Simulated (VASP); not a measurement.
# InSe (P3m1) in VASP: further runs, part 2 of 2

VASP 6.6.1. The steps go on from the part before.

## (3) Single point, PBEsol (the distance across one plane changed)

INCAR

```
SYSTEM = InSe
PREC = Accurate
ENCUT = 500
EDIFF = 1E-6
ISMEAR = 0
SIGMA = 0.03
LREAL = .False.
LASPH = .True.
NELM = 120
ALGO = Normal
ISIF = 2
LWAVE = .False.
LCHARG = .False.
GGA = PS
NBANDS = 69
GGA_COMPAT = .False.
```

KPOINTS

```
regular mesh
0
Gamma
  10 10 2
  0 0 0
```

POSCAR

```
InSe
1.0
   -1.9999996503     -3.4641010095      0.0000000000
    1.9999996503     -3.4641010095      0.0000000000
    0.0000000000      0.0000000000     27.9500100000
In Se
6 6
Direct
    0.0000000000      0.0000000000      0.6938242696
    0.3333333333      0.3333333333      0.0987139279
    0.6666666667      0.6666666667      0.3962690987
    1.0000000000      1.0000000000      0.7939813401
    0.3333333333      0.3333333333      0.1988709984
    0.6666666667      0.6666666667      0.4964261692
    1.0000000000      1.0000000000      0.3505943800
    0.3333333333      0.3333333333      0.6481495508
    0.6666666667      0.6666666667      0.0530392092
    1.0000000000      1.0000000000      0.5420711324
    0.3333333333      0.3333333333      0.8396263033
    0.6666666667      0.6666666667      0.2445159616
```

Potentials or basis: VASP PAW PBE potentials, release 64 (In_d, Se).

The run is started by

```
$ cat potpaw_PBE.64/In_d/POTCAR potpaw_PBE.64/Se/POTCAR > POTCAR
$ mpirun -np 1 vasp_std > vasp.out
```

OUTCAR:

```text
SYSTEM = InSe
   PREC = Accurate
   ENCUT = 500
   EDIFF = 1E-6
   ISMEAR = 0
   LREAL = .False.
   LASPH = .True.
   NELM = 120
   ISIF = 2
   GGA = PS

 ion  position               nearest neighbor table
   1  0.000  0.000  0.694-   8 2.64   8 2.64   8 2.64   4 2.80
   2  0.333  0.333  0.099-   9 2.64   9 2.64   9 2.64   5 2.80
   3  0.667  0.667  0.396-   7 2.64   7 2.64   7 2.64   6 2.80
   4  0.000  0.000  0.794-  11 2.64  11 2.64  11 2.64   1 2.80
   5  0.333  0.333  0.199-  12 2.64  12 2.64  12 2.64   2 2.80
   6  0.667  0.667  0.496-  10 2.64  10 2.64  10 2.64   3 2.80
   7  0.000  0.000  0.351-   3 2.64   3 2.64   3 2.64
[... 1960 lines left out ...]
  energy-cutoff  :      500.00
  volume of cell :      387.29
      direct lattice vectors                 reciprocal lattice vectors
    -1.999999650 -3.464101010  0.000000000    -0.250000044 -0.144337593  0.000000000
     1.999999650 -3.464101010  0.000000000     0.250000044 -0.144337593  0.000000000
     0.000000000  0.000000000 27.950010000     0.000000000  0.000000000  0.035778163

 POSITION                                       TOTAL-FORCE (eV/Angst)
 -----------------------------------------------------------------------------------
      0.00000      0.00000     19.39240         0.000000     -0.000000      0.185560
      0.00000     -2.30940      2.75906        -0.000000     -0.000000      0.159687
      0.00000     -4.61880     11.07573        -0.000000      0.000000      0.175740
      0.00000      0.00000     22.19179        -0.000000     -0.000000     -0.163810
      0.00000     -2.30940      5.55845         0.000000      0.000000     -0.186750
      0.00000     -4.61880     13.87512         0.000000      0.000000     -0.175227
      0.00000      0.00000      9.79912        -0.000000     -0.000000     -0.029251
      0.00000     -2.30940     18.11579        -0.000000     -0.000000     -0.031489
      0.00000     -4.61880      1.48245        -0.000000      0.000000     -0.043969
      0.00000      0.00000     15.15089        -0.000000     -0.000000      0.028984
      0.00000     -2.30940     23.46756        -0.000000     -0.000000      0.048602
      0.00000     -4.61880      6.83422         0.000000     -0.000000      0.031921
 -----------------------------------------------------------------------------------
    total drift:                               -0.000000      0.000001     -0.000161

  FREE ENERGIE OF THE ION-ELECTRON SYSTEM (eV)
  ---------------------------------------------------
  free  energy   TOTEN  =       -46.7435836764 eV

  energy  without entropy=      -46.7435836764  energy(sigma->0) =      -46.74358368
```

OSZICAR:

```text
N       E                     dE             d eps       ncg     rms          rms(c)
DAV:   1     0.121087786602E+04    0.12109E+04   -0.48793E+04  3888   0.174E+03
DAV:   2     0.164094649946E+03   -0.10468E+04   -0.10168E+04  3888   0.465E+02
DAV:   3    -0.312242089715E+02   -0.19532E+03   -0.18730E+03  4514   0.211E+02
DAV:   4    -0.474007784983E+02   -0.16177E+02   -0.15972E+02  4624   0.583E+01
DAV:   5    -0.481120858125E+02   -0.71131E+00   -0.70926E+00  4712   0.121E+01    0.130E+01
DAV:   6    -0.468406917720E+02    0.12714E+01   -0.22144E+00  5223   0.172E+01    0.666E+00
DAV:   7    -0.467546954936E+02    0.85996E-01   -0.13712E+00  5779   0.614E+00    0.195E+00
DAV:   8    -0.467426167873E+02    0.12079E-01   -0.14493E-01  5684   0.343E+00    0.129E+00
DAV:   9    -0.467447932671E+02   -0.21765E-02   -0.33444E-02  4963   0.849E-01    0.323E-01
DAV:  10    -0.467432766733E+02    0.15166E-02   -0.49491E-03  5068   0.742E-01    0.170E-01
DAV:  11    -0.467435295760E+02   -0.25290E-03   -0.19452E-03  5035   0.165E-01    0.442E-02
DAV:  12    -0.467435605917E+02   -0.31016E-04   -0.13375E-04  5916   0.567E-02    0.431E-02
DAV:  13    -0.467435757327E+02   -0.15141E-04   -0.12876E-05  3787   0.174E-02    0.166E-02
DAV:  14    -0.467435821592E+02   -0.64266E-05   -0.16739E-05  3354   0.201E-02    0.732E-03
DAV:  15    -0.467435835031E+02   -0.13439E-05   -0.56574E-06  3571   0.134E-02    0.384E-03
DAV:  16    -0.467435836764E+02   -0.17328E-06   -0.65593E-07  2834   0.118E-02
   1 F= -.46743584E+02 E0= -.46743584E+02  d E =-.628173E-17
```

stdout:

```text
POSCAR found type information on POSCAR InSe
 POSCAR found :  2 types and      12 ions
 scaLAPACK will be used
 -----------------------------------------------------------------------------
|                                                                             |
|                                                                             |
|     You enforced a specific xc type in the INCAR file but a different       |
|     I HOPE YOU KNOW WHAT YOU ARE DOING!                                     |
|                                                                             |
 -----------------------------------------------------------------------------

 LDA part: xc-table for (Slater+PW92), standard interpolation
 POSCAR, INCAR and KPOINTS ok, starting setup
 FFT: planning ... GRIDC
 FFT: planning ... GRID_SOFT
 FFT: planning ... GRID
 WAVECAR not read
 entering main loop
```

Run time: 14 min. Hardware: 1 thread of Oxide Virtual Turin-like, shared host; peak memory 0.74 GiB.

Results:

```yaml
Free_energy: -46.7436 eV
Pressure: 0.2 GPa
Largest_force: 0.187 eV/Å
Band_gap_on_the_k_mesh: 0.73 eV (least direct gap 0.78 eV)
```

Forces on the atoms (eV/Å):
```
In   0.000  0.000  0.186
In   0.000  0.000  0.160
In   0.000  0.000  0.176
In   0.000  0.000 -0.164
In   0.000  0.000 -0.187
In   0.000  0.000 -0.175
Se   0.000  0.000 -0.029
Se   0.000  0.000 -0.031
Se   0.000  0.000 -0.044
Se   0.000  0.000  0.029
Se   0.000  0.000  0.049
Se   0.000  0.000  0.032
```

Caveat: the cell differs from its parent crystal (the distance across one plane changed); the PAW data sets were made with another functional, which shifts forces and pressure a little; spin-orbit coupling is left out, which moves the levels of the heavy elements.

## (4) Single point, PBEsol (the distance across one plane changed)

INCAR

```
PREC     = Accurate       # precision mode
ENCUT    = 500            # plane-wave cutoff, eV
EDIFF    = 1E-6           # SCF threshold, eV
ISMEAR   = 0              # smearing method
SIGMA    = 0.03           # smearing width, eV
LREAL    = False          # projectors in reciprocal space
LASPH    = True           # aspherical terms in the spheres
NELM     = 120            # most SCF steps
ALGO     = Normal         # electronic algorithm
ISIF     = 2              # what is computed and relaxed
LWAVE    = False          # write WAVECAR
LCHARG   = True           # write CHGCAR
GGA      = PS             # functional
LELF     = True           # ELF
LVHAR    = True         
NBANDS   = 69             # bands
GGA_COMPAT= False
```

KPOINTS

```
Automatic mesh
0
Gamma
  10 10 2
```

POSCAR

```
InSe
1.0
   -1.9999996503     -3.4641010095      0.0000000000
    1.9999996503     -3.4641010095      0.0000000000
    0.0000000000      0.0000000000     25.4500100000
In Se
6 6
Direct
    0.0000000000      0.0000000000      0.7619798685
    0.3333333333      0.3333333333      0.1084107736
    0.6666666667      0.6666666667      0.4351953210
    1.0000000000      1.0000000000      0.8719755471
    0.3333333333      0.3333333333      0.2184064523
    0.6666666667      0.6666666667      0.5451909997
    1.0000000000      1.0000000000      0.3850338930
    0.3333333333      0.3333333333      0.7118184404
    0.6666666667      0.6666666667      0.0582493456
    1.0000000000      1.0000000000      0.5953197493
    0.3333333333      0.3333333333      0.9221042967
    0.6666666667      0.6666666667      0.2685352019
```

The run is started by

```
$ cat potpaw_PBE.64/In_d/POTCAR potpaw_PBE.64/Se/POTCAR > POTCAR
$ mpirun -np 1 vasp_std > vasp.out
```

Wall time 26 min (1 thread of Oxide Virtual Turin-like, shared host); peak memory 0.7 GiB.

Results (log left out):

```yaml
Free_energy: -46.7770 eV
Pressure: 0.2 GPa
Largest_force: 0.181 eV/Å
Band_gap_on_the_k_mesh: 0.41 eV
```

Forces in eV/Å, atoms in the order of the input:
```
In   0.000  0.000  0.180
In   0.000  0.000  0.155
In   0.000  0.000  0.176
In   0.000  0.000 -0.159
In   0.000  0.000 -0.181
In   0.000  0.000 -0.176
Se   0.000  0.000 -0.029
Se   0.000  0.000 -0.030
Se   0.000  0.000 -0.075
Se   0.000  0.000  0.029
Se   0.000  0.000  0.080
Se   0.000  0.000  0.030
```

Stress tensor (GPa, compression positive):
```
 0.40  0.00  0.00
 0.00  0.40  0.00
 0.00  0.00 -0.19
```

Levels at points of the mesh, in eV from the valence-band top:
```tsv
k point	band 54	band 55	band 56	band 57	band 58	band 59	band 60	band 61
(0.00, 0.00, 0.00)	-1.08	-1.08	-0.61	-0.48	0.84	0.97	1.67	2.05
(0.50, 0.00, 0.00)	-1.99	-1.70	-1.67	-1.50	1.17	1.29	1.39	1.71
(0.00, 0.00, 0.50)	-1.12	-1.08	-1.08	0.00	0.41	1.35	1.51	2.08
(0.50, 0.00, 0.50)	-2.01	-1.66	-1.62	-1.57	1.18	1.30	1.41	1.69
```

Caveat: the cell differs from its parent crystal (the distance across one plane changed); the PAW data sets were made with another functional, which shifts forces and pressure a little; spin-orbit coupling is left out, which moves the levels of the heavy elements; this functional lacks dispersion, which binds layers or chains, so the pressure and a relaxed spacing across them are unreliable.

## (5) The runs side by side

```csv
cell,gap on the mesh (eV),pressure (GPa),largest force (eV/Å)
"a = 4.000, b = 4.000, c = 25.950 Å, angles 90.0, 90.0, 60.0°, 12 atoms",0.53,0.2,0.18
"a = 4.000, b = 4.000, c = 27.950 Å, angles 90.0, 90.0, 60.0°, 12 atoms",0.73,0.2,0.19
"a = 4.000, b = 4.000, c = 25.450 Å, angles 90.0, 90.0, 60.0°, 12 atoms",0.41,0.2,0.18
```

Alike in all rows: task single point; level PBEsol; potentials or basis VASP PAW PBE potentials, release 64 (In_d, Se); no spin polarisation; k mesh 10 × 10 × 2; cutoff (eV) 500; smearing gaussian 0.03 eV.

Caveats: the PAW data sets were made with another functional, which shifts forces and pressure a little; spin-orbit coupling is left out, which moves the levels of the heavy elements; this functional lacks dispersion, which binds layers or chains, so the pressure and a relaxed spacing across them are unreliable (at least some runs).

Absolute energies hang on the potentials; compare differences alone.
